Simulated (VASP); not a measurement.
# HfN (Fm-3m) in VASP: elastic constants with PBEsol

Aim: the elastic constants of HfN with PBEsol.

All numbers are computed with VASP 6.6.1; they aren't measurements. Logs are shortened: lines on timing, memory, paths and dates and some standing lists are left out, and cuts for length are marked.

### 1 The cell of the first run

It takes space group Fm-3m (No. 225, cubic). The conventional cell has a = 4.496 Å, b = 4.496 Å, c = 4.496 Å, α = 90.00°, β = 90.00°, γ = 90.00°. Hf (site symmetry m-3m) has 6 N at 2.25 Å within 3.0 Å. Within 3.0 Å of N (site symmetry m-3m) lie 6 Hf at 2.25 Å.

### 2 Elastic constants, PBEsol

Contents of INCAR:

```
SYSTEM = HfN
PREC = Accurate
ENCUT = 600
EDIFF = 1E-8
ISMEAR = -1
SIGMA = 0.05
LREAL = .FALSE.
LASPH = .TRUE.
NELM = 100
ALGO = Normal
ISIF = 3
LWAVE = .FALSE.
LCHARG = .FALSE.
GGA = PS
NBANDS = 14
IBRION = 6
NFREE = 2
POTIM = 0.015
NSW = 1
```

Contents of KPOINTS:

```
Automatic mesh
0
G
  18 18 18
  0 0 0
```

Contents of POSCAR:

```
HfN
1.0
    0.0000000000      2.2482255275      2.2482255275
    2.2482255275      0.0000000000      2.2482255275
    2.2482255275      2.2482255275      0.0000000000
Hf N
1 1
Direct
    0.0000000000      0.0000000000      0.0000000000
    0.5000000000      0.5000000000      0.5000000000
```

Potentials or basis: VASP PAW PBE potentials, release 64 (Hf_pv, N).

The run is started by

```sh
> cat potpaw_PBE.64/Hf_pv/POTCAR potpaw_PBE.64/N/POTCAR > POTCAR
> mpirun -np 1 vasp_std > vasp.out
```

OUTCAR:

```text
SYSTEM = HfN
   PREC = Accurate
   ENCUT = 600
   EDIFF = 1E-8
   ISMEAR = -1
   LREAL = .FALSE.
   LASPH = .TRUE.
   NELM = 100
   ISIF = 3
   GGA = PS
   IBRION = 6
   NFREE = 2
   POTIM = 0.015
   NSW = 1

 ion  position               nearest neighbor table
   1  0.000  0.000  0.000-   2 2.25   2 2.25   2 2.25   2 2.25   2 2.25   2 2.25
   2  0.500  0.500  0.500-   1 2.25   1 2.25   1 2.25   1 2.25   1 2.25   1 2.25

  LATTYP: Found a face centered cubic cell.
 ALAT       =     4.4964510550

  Lattice vectors:

 A1 = (   0.0000000000,   2.2482255275,   2.2482255275)
 A2 = (   2.2482255275,   0.0000000000,   2.2482255275)
 A3 = (   2.2482255275,   2.2482255275,   0.0000000000)

Analysis of symmetry for initial positions (statically):
=====================================================================
 Subroutine PRICEL returns:
 Original cell was already a primitive cell.

 Routine SETGRP: Setting up the symmetry group for a
 face centered cubic supercell.

 Subroutine GETGRP returns: Found 48 space group operations
 (whereof 48 operations were pure point group operations)
 out of a pool of 48 trial point group operations.

The static configuration has the point symmetry O_h .

Analysis of symmetry for dynamics (positions and initial velocities):
=====================================================================
 Subroutine PRICEL returns:
 Original cell was already a primitive cell.

 Routine SETGRP: Setting up the symmetry group for a
 face centered cubic supercell.

 Subroutine GETGRP returns: Found 48 space group operations
 (whereof 48 operations were pure point group operations)
 out of a pool of 48 trial point group operations.

The dynamic configuration has the point symmetry O_h .

 Subroutine INISYM returns: Found 48 space group operations
 (whereof 48 operations are pure point group operations),
 and found     1 'primitive' translations

----------------------------------------------------------------------------------------

                                     Primitive cell

  volume of cell :      22.7274

  direct lattice vectors                    reciprocal lattice vectors
     0.000000000  2.248225527  2.248225527    -0.222397617  0.222397617  0.222397617
     2.248225527  0.000000000  2.248225527     0.222397617 -0.222397617  0.222397617
     2.248225527  2.248225527  0.000000000     0.222397617  0.222397617 -0.222397617

  length of vectors
     3.179471032  3.179471032  3.179471032     0.385203972  0.385203972  0.385203972

  position of ions in fractional coordinates (direct lattice)
     0.000000000  0.000000000  0.000000000
     0.500000000  0.500000000  0.500000000

  ion indices of the primitive-cell ions
   primitive index   ion index
                 1           1
                 2           2

----------------------------------------------------------------------------------------

 KPOINTS: Automatic mesh

Automatic generation of k-mesh.
 Grid dimensions read from file:
 generate k-points for:   18   18   18

 Generating k-lattice:

  Cartesian coordinates                     Fractional coordinates (reciprocal lattice)
    -0.012355423  0.012355423  0.012355423     0.055555556  0.000000000  0.000000000
     0.012355423 -0.012355423  0.012355423     0.000000000  0.055555556  0.000000000
     0.012355423  0.012355423 -0.012355423     0.000000000  0.000000000  0.055555556

  Length of vectors
     0.021400221  0.021400221  0.021400221

  Shift w.r.t. Gamma in fractional coordinates (k-lattice)
     0.000000000  0.000000000  0.000000000

 Subroutine IBZKPT returns following result:
 ===========================================

 Found    195 irreducible k-points:

 Following reciprocal coordinates:
            Coordinates               Weight
  0.000000  0.000000  0.000000      1.000000
  0.055556  0.000000  0.000000      8.000000
  0.111111  0.000000  0.000000      8.000000
  0.166667  0.000000  0.000000      8.000000
  0.222222  0.000000  0.000000      8.000000
  0.277778  0.000000  0.000000      8.000000
[... 16 lines left out ...]
 -0.277778  0.055556  0.000000     24.000000
 -0.222222  0.055556  0.000000     24.000000
 [... further k-points ...]
[... 36 lines left out ...]
   IMIX   =      4    mixing-type and parameters
     AMIX     =   0.40;   BMIX     =  1.00
     AMIX_MAG =   1.60;   BMIX_MAG =  1.00
  volume/ion in A,a.u.               =      11.36        76.69
  Fermi-wavevector in a.u.,A,eV,Ry     =   1.425352  2.693524 27.641971  2.031628
  Thomas-Fermi vector in A             =   2.545745
   LORBIT       =      0    0 simple, 1 ext, 2 COOP (PROOUT), +10 PAW based schemes
   GGA     = PS    functional components
   LHFCALC =     F    Hartree Fock is set to
   AEXX    =    0.0000 exact exchange contribution
   IVDW    =     0    specifies the selected vdW correction
   LEPSILON=     F    determine dielectric tensor
   LRPA    =     F    only Hartree local field effects (RPA)
 finite differences with symmetry
 non-spin polarized calculation
  energy-cutoff  :      600.00
  volume of cell :       22.73
 maximum number of plane-waves:       771
 NGX is ok and might be reduce to    28
   NGX = 13   NGY = 13   NGZ = 13

--------------------------------------- Ionic step        1  -------------------------------------------

 number of electron      15.0000002 magnetization

 Free energy of the ion-electron system (eV)
  ---------------------------------------------------
  ext. energy  EPLUGINS =         0.00000000
  ---------------------------------------------------
  free energy    TOTEN  =       -22.99667170 eV

  energy without entropy =      -22.99148006  energy(sigma->0) =      -22.99407588

------------------------ aborting loop because EDIFF is reached ----------------------------------------

  FORCE on cell =-STRESS in cart. coord.  units (eV):
  Direction    XX          YY          ZZ          XY          YZ          ZX
  --------------------------------------------------------------------------------------
  -------------------------------------------------------------------------------------
  Total       -0.1846439     -0.1846439     -0.1846439      0.0000000     -0.0000000      0.0000000
  in kB      -13.0165518    -13.0165518    -13.0165518      0.0000000     -0.0000000      0.0000000
  external PRESSURE =     -13.0165518 kB  Pullay stress =       0.0000000 kB
[... 89 lines left out ...]
  FREE ENERGIE OF THE ION-ELECTRON SYSTEM (eV)
  ---------------------------------------------------
  free  energy   TOTEN  =       -22.9888921455 eV

  energy  without entropy=      -22.9839124470  energy(sigma->0) =      -22.98640230

[... ionic steps 4 to 14 ...]

--------------------------------------- Ionic step       15  -------------------------------------------

 number of electron      15.0000001 magnetization

------------------------ aborting loop because EDIFF is reached ----------------------------------------
[... 67 lines left out ...]
--------------------------------------- Ionic step       17  -------------------------------------------

 number of electron      15.0000002 magnetization

 Free energy of the ion-electron system (eV)
  ---------------------------------------------------
  ext. energy  EPLUGINS =         0.00000000
  ---------------------------------------------------
  free energy    TOTEN  =       -22.99529590 eV

  energy without entropy =      -22.99011702  energy(sigma->0) =      -22.99270646

 E-fermi :   8.3133     XC(G=0): -12.9690

 val. band max:        8.2934667159   @ k =   0.2222   0.1111   0.4444
 cond. band min:       8.3255936643   @ k =   0.0000  -0.1111   0.0556
 fundamental gap:      0.0321269483
 Fermi energy:         8.3133355158

 k-point     1 :       0.0000    0.0000    0.0000
  band No.  band energies     occupation
      1     -22.6768      2.00000
      2     -22.6765      2.00000
      3     -22.6765      2.00000
      4      -9.1980      2.00000
      5       5.3218      2.00000
      6       5.3218      2.00000
      7       5.3224      2.00000
      8       7.9473      1.99868
      9       7.9517      1.99856
     10       7.9517      1.99856
     11      10.2763      0.00000
     12      10.3054      0.00000
     13      10.3104      0.00000
     14      17.8991      0.00000
[... 377 lines left out ...]
      1     -23.1874      2.00000
      2     -22.7549      2.00000
      3     -22.7071      2.00000
      4      -7.9517      2.00000
      5       1.9042      2.00000
      6       3.1679      2.00000
      7       3.5492      2.00000
      8       8.7403      0.00039
      9       9.2810      0.00000
     10      10.1666      0.00000
     11      12.4139      0.00000
     12      13.6760      0.00000
     13      14.1780      0.00000
     14      20.6410      0.00000

 [... further k-points ...]
[... 5 lines left out ...]
  --------------------------------------------------------------------------------------
  -------------------------------------------------------------------------------------
  Total       -0.1719144     -0.1843009     -0.1843009      0.0000000      0.0000000      0.0000000
  in kB      -12.1191795    -12.9923715    -12.9923715      0.0000000      0.0000000      0.0000000
  external PRESSURE =     -12.7013075 kB  Pullay stress =       0.0000000 kB
[... 17 lines left out ...]
  FREE ENERGIE OF THE ION-ELECTRON SYSTEM (eV)
  ---------------------------------------------------
  free  energy   TOTEN  =       -22.9952959023 eV

  energy  without entropy=      -22.9901170240  energy(sigma->0) =      -22.99270646

 INTERNAL STRAIN TENSORS FROM STRAINED CELLS
 ============================================

 INTERNAL STRAIN TENSOR FOR ION    1 for displacements in x,y,z  (eV/Angst):
          X           Y           Z          XY          YZ          ZX
  --------------------------------------------------------------------------------
  x     0.00000     0.00000    -0.00000     0.00000     0.00000    -0.00000
  y    -0.00000    -0.00000     0.00000    -0.00000    -0.00000     0.00000
  z     0.00000    -0.00000    -0.00000     0.00000     0.00000     0.00000

 INTERNAL STRAIN TENSORS FROM DISPLACED ATOMS
 ============================================

 INTERNAL STRAIN TENSOR FOR ION    1 for displacements in x,y,z  (eV/Angst):
          X           Y           Z          XY          YZ          ZX
  --------------------------------------------------------------------------------
  x     0.00000     0.00000     0.00000     0.00000     0.00000     0.00000
  y     0.00000     0.00000     0.00000     0.00000     0.00000     0.00000
  z     0.00000     0.00000     0.00000     0.00000     0.00000     0.00000

 INTERNAL STRAIN TENSOR FOR ION    2 for displacements in x,y,z  (eV/Angst):
          X           Y           Z          XY          YZ          ZX
  --------------------------------------------------------------------------------
  x     0.00000     0.00000     0.00000     0.00000     0.00000     0.00000
  y     0.00000     0.00000     0.00000     0.00000     0.00000     0.00000
  z     0.00000     0.00000     0.00000     0.00000     0.00000     0.00000

 Eigenvectors and eigenvalues of the dynamical matrix
 ----------------------------------------------------

   1 f  =   15.172412 THz    95.331078 2PiTHz  506.097198 cm-1    62.748027 meV
             X         Y         Z           dx          dy          dz
      0.000000  0.000000  0.000000     0.000000    0.269695    0.000000
      2.248226  2.248226  2.248226     0.000000   -0.962946    0.000000
[... 21 lines left out ...]
   6 f/i=    0.000020 THz     0.000124 2PiTHz    0.000660 cm-1     0.000082 meV
             X         Y         Z           dx          dy          dz
      0.000000  0.000000  0.000000     0.000000    0.000000    0.962946
      2.248226  2.248226  2.248226     0.000000    0.000000    0.269695

--------------------------------------------------------------------------------------------------------

 ELASTIC MODULI CONTR FROM IONIC RELAXATION (kBar)
 Direction    XX          YY          ZZ          XY          YZ          ZX
 --------------------------------------------------------------------------------
 XX           0.0000      0.0000      0.0000      0.0000      0.0000      0.0000
 YY           0.0000      0.0000      0.0000      0.0000      0.0000      0.0000
 ZZ           0.0000      0.0000      0.0000      0.0000      0.0000      0.0000
 XY           0.0000      0.0000      0.0000      0.0000      0.0000      0.0000
 YZ           0.0000      0.0000      0.0000      0.0000      0.0000      0.0000
 ZX           0.0000      0.0000      0.0000      0.0000      0.0000      0.0000
 --------------------------------------------------------------------------------

 TOTAL ELASTIC MODULI (kBar)
 Direction    XX          YY          ZZ          XY          YZ          ZX
 --------------------------------------------------------------------------------
 XX        6266.7065   1190.7275   1190.7275      0.0000     -0.0000     -0.0000
 YY        1190.7275   6266.7065   1190.7275     -0.0000      0.0000      0.0000
 ZZ        1190.7275   1190.7275   6266.7065     -0.0000      0.0000      0.0000
 XY           0.0000     -0.0000     -0.0000   1240.1098      0.0000      0.0000
 YZ          -0.0000      0.0000      0.0000      0.0000   1240.1098      0.0000
 ZX          -0.0000      0.0000      0.0000      0.0000      0.0000   1240.1098
 --------------------------------------------------------------------------------
```

Run time: 62 min. Hardware: 1 thread of Intel Xeon Platinum 8259CL at 2.50GHz (Skylake/Cascade Lake), shared host; peak memory 1.1 GiB.

Results:

| Item | Value |
| --- | --- |
| Elastic constants C11, C12, C44 | 627, 119, 124 GPa |
| Voigt bulk modulus | 288 GPa |
| Highest phonon frequency at Γ | 506 cm⁻¹ |

Phonon frequencies in cm⁻¹ (negative: imaginary):
| q point | frequencies |
| --- | --- |
| (0.000, 0.000, 0.000) | 0 0 0 506 506 506 |

Elastic tensor in Voigt notation (GPa, in the Cartesian axes of the cell as first typed):
```
627 119 119   0   0   0
119 627 119   0   0   0
119 119 627   0   0   0
  0   0   0 124   0   0
  0   0   0   0 124   0
  0   0   0   0   0 124
```

Clamped-ion elastic tensor (GPa):
```
627 119 119   0   0   0
119 627 119   0   0   0
119 119 627   0   0   0
  0   0   0 124   0   0
  0   0   0   0 124   0
  0   0   0   0   0 124
```

Caveat: the cell is under stress, which shifts elastic constants; the PAW data sets were made with another functional, which shifts forces and pressure a little; spin-orbit coupling is left out, which moves the levels of the heavy elements.
